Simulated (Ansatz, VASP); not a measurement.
## One calculation of Re, two programs

```xyz
2
Lattice="2.7769 0.0000 0.0000 -1.3884 2.4048 0.0000 0.0000 0.0000 4.4788" Properties=species:S:1:pos:R:3 pbc="T T T"
Re    0.0000    1.6032    1.1197
Re    1.3884    0.8016    3.3591
```

Alike in both runs: task single point; functional PBE; k mesh 13 × 13 × 7; occupations gaussian, width 0.03 eV; no spin polarisation.

|  | VASP | Ansatz |
| --- | --- | --- |
| version | VASP 6.6.1 | Ansatz 0.2.0 |
| potentials or method | VASP PAW PBE potentials, release 64 (Re), cutoff 520 eV | plane waves (420 eV) with PAW, scalar-relativistic |
| valence electrons in the cell | 14 | 30 |

Ansatz gave:

| Item | Value |
| --- | --- |
| pressure (GPa) | -0.2 |
| traceless stress, the component that is largest in VASP (GPa) | 0.07 |

Task: What did VASP give for the same quantities?

Result: Pressure (GPa): -0.7; traceless stress, the component that is largest in VASP (GPa): -0.07.

VASP's potentials hold 14 valence electrons a cell and Ansatz's 30, so a difference there can come from the potentials and not from the codes.

Neither program's run includes spin-orbit coupling.
